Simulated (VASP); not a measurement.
# Si (P6_3/mmc) in VASP: notebook

The runs below take Si through single point, with LDA.

Everything below comes from runs of VASP 6.6.1. Logs are shortened: lines on timing, memory, paths and dates and some standing lists are left out, and cuts for length are marked.

## (1) The cell of the first run

The structure is hexagonal, space group P6_3/mmc (No. 194). Conventional cell: a = 3.832 Å, b = 3.832 Å, c = 6.006 Å, α = 90.00°, β = 90.00°, γ = 120.00°. Si (site symmetry 3m) has 4 Si at 2.30 to 2.32 Å within 3.0 Å.

This isn't the form of Si at room conditions, which is diamond.

## (2) Single point, LDA (uniaxial strain along c: -4.5 %, then relaxed in part)

INCAR reads:

```
SYSTEM = Si
PREC = Accurate ; ENCUT = 520
EDIFF = 1E-6 ; ISMEAR = 0
SIGMA = 0.02 ; LREAL = .FALSE.
LASPH = .TRUE. ; NELM = 80
ALGO = Normal ; ISIF = 2
LWAVE = .FALSE. ; LCHARG = .TRUE.
GGA = CA ; LELF = .TRUE.
LVHAR = .TRUE. ; NBANDS = 16
```

KPOINTS reads:

```
regular mesh
0
G
  12 12 6
  0 0 0
```

POSCAR reads:

```
Si
1.0
    3.8322403612      0.0000000000      0.0000000000
   -1.9161201806      3.3188175062      0.0000000000
    0.0000000000      0.0000000000      6.0061098392
Si
4
Direct
    0.3333333312      0.6666666688      0.0588843230
    0.6666666688      0.3333333312      0.5588843230
    0.3333333312      0.6666666688      0.4411156770
    0.6666666688      0.3333333312      0.9411156770
```

Potentials or basis: VASP PAW LDA potentials, release 64 (Si).

Launch:

```sh
$ cat potpaw_LDA.64/Si/POTCAR > POTCAR
$ mpirun -np 1 vasp_std > vasp.out
```

OUTCAR:

```text
SYSTEM = Si
   PREC = Accurate
   ENCUT = 520
   EDIFF = 1E-6
   ISMEAR = 0
   LREAL = .FALSE.
   LASPH = .TRUE.
   NELM = 80
   ISIF = 2
   GGA = CA

 ion  position               nearest neighbor table
   1  0.333  0.667  0.059-   3 2.30   4 2.32   4 2.32   4 2.32
   2  0.667  0.333  0.559-   4 2.30   3 2.32   3 2.32   3 2.32
   3  0.333  0.667  0.441-   1 2.30   2 2.32   2 2.32   2 2.32
   4  0.667  0.333  0.941-   2 2.30   1 2.32   1 2.32   1 2.32

  LATTYP: Found a hexagonal cell.
 ALAT       =     3.8322403612
 C/A-ratio  =     1.5672581240

  Lattice vectors:

 A1 = (   3.8322403612,   0.0000000000,   0.0000000000)
 A2 = (  -1.9161201806,   3.3188175062,   0.0000000000)
 A3 = (   0.0000000000,   0.0000000000,   6.0061098392)

Analysis of symmetry for initial positions (statically):
=====================================================================
 Subroutine PRICEL returns:
 Original cell was already a primitive cell.

 Routine SETGRP: Setting up the symmetry group for a
 hexagonal supercell.

 Subroutine GETGRP returns: Found 24 space group operations
 (whereof 12 operations were pure point group operations)
 out of a pool of 24 trial point group operations.

The static configuration has the point symmetry D_3d.
 The point group associated with its full space group is D_6h.

Analysis of symmetry for dynamics (positions and initial velocities):
=====================================================================
 Subroutine PRICEL returns:
 Original cell was already a primitive cell.

 Routine SETGRP: Setting up the symmetry group for a
 hexagonal supercell.

 Subroutine GETGRP returns: Found 24 space group operations
 (whereof 12 operations were pure point group operations)
 out of a pool of 24 trial point group operations.

The dynamic configuration has the point symmetry D_3d.
 The point group associated with its full space group is D_6h.

 Subroutine INISYM returns: Found 24 space group operations
 (whereof 12 operations are pure point group operations),
 and found     1 'primitive' translations

----------------------------------------------------------------------------------------

                                     Primitive cell

  volume of cell :      76.3887

  direct lattice vectors                    reciprocal lattice vectors
     3.832240361  0.000000000  0.000000000     0.260943966  0.150656069  0.000000000
    -1.916120181  3.318817506  0.000000000     0.000000000  0.301312138  0.000000000
     0.000000000  0.000000000  6.006109839     0.000000000  0.000000000  0.166497122

  length of vectors
     3.832240361  3.832240361  6.006109839     0.301312138  0.301312138  0.166497122

  position of ions in fractional coordinates (direct lattice)
     0.333333331  0.666666669  0.058884323
     0.666666669  0.333333331  0.558884323
     0.333333331  0.666666669  0.441115677
     0.666666669  0.333333331  0.941115677

  ion indices of the primitive-cell ions
   primitive index   ion index
                 1           1
                 2           2
                 3           3
                 4           4

----------------------------------------------------------------------------------------

 KPOINTS: regular mesh

Automatic generation of k-mesh.
 Grid dimensions read from file:
 generate k-points for:   12   12    6

 Generating k-lattice:

  Cartesian coordinates                     Fractional coordinates (reciprocal lattice)
     0.021745331  0.012554672  0.000000000     0.083333333  0.000000000  0.000000000
     0.000000000  0.025109345  0.000000000     0.000000000  0.083333333  0.000000000
     0.000000000  0.000000000  0.027749520     0.000000000  0.000000000  0.166666667

  Length of vectors
     0.025109345  0.025109345  0.027749520

  Shift w.r.t. Gamma in fractional coordinates (k-lattice)
     0.000000000  0.000000000  0.000000000

 Subroutine IBZKPT returns following result:
 ===========================================

 Found     76 irreducible k-points:

 Following reciprocal coordinates:
            Coordinates               Weight
  0.000000  0.000000  0.000000      1.000000
  0.083333  0.000000  0.000000      6.000000
  0.166667 -0.000000  0.000000      6.000000
  0.250000  0.000000  0.000000      6.000000
  0.333333 -0.000000  0.000000      6.000000
  0.416667 -0.000000  0.000000      6.000000
[... 16 lines left out ...]
  0.250000  0.000000  0.166667     12.000000
  0.333333 -0.000000  0.166667     12.000000
 [... further k-points ...]
   k-points           NKPTS =     76   k-points in BZ     NKDIM =     76   number of bands    NBANDS=     16
   number of dos      NEDOS =    301   number of ions     NIONS =      4
   total plane-waves  NPLWV =  43200
   dimension x,y,z NGX =    30 NGY =   30 NGZ =   48
   dimension x,y,z NGXF=    60 NGYF=   60 NGZF=   96
   ions per type =               4
   NGX,Y,Z   is equivalent  to a cutoff of  13.01, 13.01, 13.29 a.u.
   NGXF,Y,Z  is equivalent  to a cutoff of  26.03, 26.03, 26.57 a.u.
 SYSTEM =  Si
   PREC   = accura    normal or accurate (medium, high low for compatibility)
   ISTART =      0    job   : 0-new  1-cont  2-samecut
   ICHARG =      2    charge: 1-file 2-atom 10-const
   ISPIN  =      1    spin polarized calculation?
   LNONCOLLINEAR =      F non collinear calculations
   LSORBIT =      F    spin-orbit coupling
   LASPH  =      T    aspherical Exc in radial PAW
   ENCUT  =  520.0 eV  38.22 Ry    6.18 a.u.   7.13  7.13 11.17*2*pi/ulx,y,z
   NELM   =     80;   NELMIN=  2; NELMDL= -5     # of ELM steps
   EDIFF  = 0.1E-05   stopping-criterion for ELM
   LREAL  =      F    real-space projection
   EDIFFG = 0.1E-04   stopping-criterion for IOM
   NSW    =      0    number of steps for IOM
   IBRION =     -1    ionic relax: 0-MD 1-quasi-New 2-CG
   NFREE  =      0    steps in history (QN), initial steepest desc. (CG)
   ISIF   =      2    stress and relaxation
   ISYM   =      2    0-nonsym 1-usesym 2-fastsym
   POTIM  = 0.5000    time-step for ionic-motion
   TEBEG  =    0.0;   TEEND  =   0.0 temperature during run
   PSTRESS=    0.0 pullay stress
   NELECT =      16.0000    total number of electrons
   NUPDOWN=      -1.0000    fix difference up-down
   EMIN   =  10.00;   EMAX   =-10.00  energy-range for DOS
   EFERMI =   0.00;   METHOD = LEGACY
   ISMEAR =     0;   SIGMA  =   0.02  broadening in eV -4-tet -1-fermi 0-gaus
   EFERMI_NEDOS =   21; number of points for ismear=-14 and -15
   IALGO  =     38    algorithm
   IMIX   =      4    mixing-type and parameters
     AMIX     =   0.40;   BMIX     =  1.00
     AMIX_MAG =   1.60;   BMIX_MAG =  1.00
  volume/ion in A,a.u.               =      19.10       128.87
  Fermi-wavevector in a.u.,A,eV,Ry     =   0.972236  1.837260 12.860810  0.945243
  Thomas-Fermi vector in A             =   2.102518
   LORBIT       =      0    0 simple, 1 ext, 2 COOP (PROOUT), +10 PAW based schemes
   GGA     = CA    functional components
   LHFCALC =     F    Hartree Fock is set to
   AEXX    =    0.0000 exact exchange contribution
   IVDW    =     0    specifies the selected vdW correction
   LEPSILON=     F    determine dielectric tensor
   LRPA    =     F    only Hartree local field effects (RPA)
 non-spin polarized calculation
 Gauss-broadening in eV      SIGMA  =   0.02
  energy-cutoff  :      520.00
  volume of cell :       76.39
 maximum number of plane-waves:      2085
 NGX is ok and might be reduce to    30
   NGX = 15   NGY = 15   NGZ = 23

 number of electron      16.0000000 magnetization

 Free energy of the ion-electron system (eV)
  ---------------------------------------------------
  ext. energy  EPLUGINS =         0.00000000
  ---------------------------------------------------
  free energy    TOTEN  =       -23.69157842 eV

  energy without entropy =      -23.69151942  energy(sigma->0) =      -23.69154892

 E-fermi :   6.4421     XC(G=0):  -9.7772

 val. band max:        6.4316594516   @ k =   0.0000   0.0000   0.0000
 cond. band min:       6.4426331931   @ k =   0.5000   0.0000   0.0000
 fundamental gap:      0.0109737415
 Fermi energy:         6.4421424426

 k-point     1 :       0.0000    0.0000    0.0000
  band No.  band energies     occupation
      1      -6.0453      2.00000
      2      -3.3245      2.00000
      3      -0.8496      2.00000
      4       4.6076      2.00000
      5       4.6076      2.00000
      6       6.4317      1.54148
[... 8 lines left out ...]
     15      10.6728      0.00000
     16      12.1806      0.00000

 k-point     2 :       0.0833    0.0000    0.0000
  band No.  band energies     occupation
      1      -5.9643      2.00000
      2      -3.2423      2.00000
      3      -0.8062      2.00000
      4       3.8934      2.00000
      5       4.4394      2.00000
      6       5.8414      2.00000
[... 8 lines left out ...]
     15      11.0253      0.00000
     16      11.7099      0.00000

 k-point     3 :       0.1667   -0.0000    0.0000
  band No.  band energies     occupation
      1      -5.7234      2.00000
      2      -2.9974      2.00000
      3      -0.7064      2.00000
      4       2.7014      2.00000
      5       4.0656      2.00000
      6       4.6516      2.00000
[... 8 lines left out ...]
     15      11.7946      0.00000
     16      11.8528      0.00000

 k-point     4 :       0.2500    0.0000    0.0000
  band No.  band energies     occupation
      1      -5.3299      2.00000
      2      -2.5960      2.00000
      3      -0.6952      2.00000
      4       1.6977      2.00000
      5       3.3646      2.00000
      6       3.6710      2.00000
[... 8 lines left out ...]
     15      12.1568      0.00000
     16      12.9491      0.00000
[... 324 lines left out ...]
 k-point    22 :       0.1667   -0.0000    0.1667
  band No.  band energies     occupation
      1      -5.6216      2.00000
      2      -3.4284      2.00000
      3      -0.1201      2.00000
      4       2.8214      2.00000
      5       4.1493      2.00000
      6       4.2052      2.00000
[... 8 lines left out ...]
     15      11.6441      0.00000
     16      12.1616      0.00000

 k-point    23 :       0.2500    0.0000    0.1667
  band No.  band energies     occupation
      1      -5.2288      2.00000
      2      -3.0422      2.00000
      3      -0.1837      2.00000
      4       1.9056      2.00000
      5       2.9597      2.00000
      6       3.7561      2.00000
[... 8 lines left out ...]
     15      12.3123      0.00000
     16      12.7272      0.00000

 k-point    24 :       0.3333   -0.0000    0.1667
  band No.  band energies     occupation
      1      -4.7040      2.00000
      2      -2.5442      2.00000
      3      -0.7147      2.00000
      4       1.6543      2.00000
      5       1.7920      2.00000
      6       3.4381      2.00000
[... 8 lines left out ...]
     15      13.2731      0.00000
     16      13.6027      0.00000

 [... further k-points ...]

------------------------ aborting loop because EDIFF is reached ----------------------------------------

  FORCE on cell =-STRESS in cart. coord.  units (eV):
  Direction    XX          YY          ZZ          XY          YZ          ZX
  --------------------------------------------------------------------------------------
  -------------------------------------------------------------------------------------
  Total        0.0211664      0.0211664      4.6823442      0.0000000     -0.0000000      0.0000000
  in kB        0.4439444      0.4439444     98.2074725      0.0000000     -0.0000000      0.0000000
  external PRESSURE =      33.0317871 kB  Pullay stress =       0.0000000 kB

 VOLUME and BASIS-vectors are now :
 -----------------------------------------------------------------------------
  energy-cutoff  :      520.00
  volume of cell :       76.39
      direct lattice vectors                 reciprocal lattice vectors
     3.832240361  0.000000000  0.000000000     0.260943966  0.150656069  0.000000000
    -1.916120181  3.318817506  0.000000000     0.000000000  0.301312138  0.000000000
     0.000000000  0.000000000  6.006109839     0.000000000  0.000000000  0.166497122

 POSITION                                       TOTAL-FORCE (eV/Angst)
 -----------------------------------------------------------------------------------
     -0.00000      2.21255      0.35367        -0.000000      0.000000     -0.001209
      1.91612      1.10627      3.35672         0.000000      0.000000     -0.001209
     -0.00000      2.21255      2.64939        -0.000000      0.000000      0.001209
      1.91612      1.10627      5.65244         0.000000     -0.000000      0.001209
 -----------------------------------------------------------------------------------
    total drift:                               -0.000001      0.000001     -0.000000

  FREE ENERGIE OF THE ION-ELECTRON SYSTEM (eV)
  ---------------------------------------------------
  free  energy   TOTEN  =       -23.6915784249 eV

  energy  without entropy=      -23.6915194168  energy(sigma->0) =      -23.69154892
```

Wall time 96 s (1 thread of Intel Xeon 8259CL, shared host); peak memory 0.2 GiB.

What came out:

```yaml
Free_energy: -23.6916 eV
Pressure: 3.3 GPa
Band_gap_on_the_k_mesh: zero (bands 8 and 9 overlap by 0.05 eV)
```

Caveat: the cell differs from its parent crystal (uniaxial strain along c: -4.5 %, then relaxed in part); the stress differs along the axes, from 0 to 10 GPa; semilocal functionals underestimate gaps, and a narrow one can read as zero.

## (3) Single point, LDA (uniaxial strain along c: -3.0 %, then relaxed in part)

INCAR reads:

```
PREC     = Accurate       # precision mode
ENCUT    = 520            # plane-wave cutoff, eV
EDIFF    = 1E-7           # SCF threshold, eV
ISMEAR   = 0              # smearing method
SIGMA    = 0.02           # smearing width, eV
LREAL    = F              # projectors in reciprocal space
LASPH    = T              # aspherical terms in the spheres
NELM     = 60             # most SCF steps
ALGO     = Normal         # electronic algorithm
ISIF     = 2              # what is computed and relaxed
LWAVE    = F              # write WAVECAR
LCHARG   = F              # write CHGCAR
NBANDS   = 16             # bands
```

KPOINTS reads:

```
Automatic mesh
0
Gamma
  12 12 6
```

POSCAR reads:

```
Si
1.0
    3.8216573814      0.0000000000      0.0000000000
   -1.9108286907      3.3096523768      0.0000000000
    0.0000000000      0.0000000000      6.1004466429
Si
4
Direct
    0.3333333313      0.6666666687      0.0604611818
    0.6666666687      0.3333333313      0.5604611818
    0.3333333313      0.6666666687      0.4395388182
    0.6666666687      0.3333333313      0.9395388182
```

Potentials or basis: VASP PAW LDA potentials, release 64 (Si).

Launch:

```sh
$ cat potpaw_LDA.64/Si/POTCAR > POTCAR
$ mpirun -np 1 vasp_std > vasp.out
```

Wall time 1.9 min (1 thread of Intel Xeon 8259CL, shared host); peak memory 0.19 GiB.

The run converged. Its results:

```
Free energy            : -23.7525 eV
Pressure               : 2.2 GPa
Band gap on the k mesh : 0.10 eV (least direct gap 0.68 eV)
```

Stress tensor (GPa, compression positive):
```
0.04 0.00 0.00
0.00 0.04 0.00
0.00 0.00 6.49
```

Levels at points of the mesh, in eV from the valence-band top:
```
           k point  band 5  band 6  band 7  band 8  band 9  band 10  band 11  band 12
(0.00, 0.00, 0.00)   -1.73   -0.08    0.00    0.00    0.68     1.84     1.84     2.91
(0.50, 0.00, 0.00)   -4.80   -3.27   -3.07   -1.42    0.10     2.40     3.06     3.14
(0.00, 0.00, 0.50)   -1.07   -1.07   -1.07   -1.07    1.58     1.58     2.88     2.88
(0.50, 0.00, 0.50)   -2.56   -2.56   -2.29   -2.29    0.88     0.88     1.70     1.70
```

Caveat: the cell differs from its parent crystal (uniaxial strain along c: -3.0 %, then relaxed in part); the stress differs along the axes, from 0 to 6 GPa; semilocal functionals underestimate gaps, and a narrow one can read as zero.

(Part 1 of 2 ends here.)
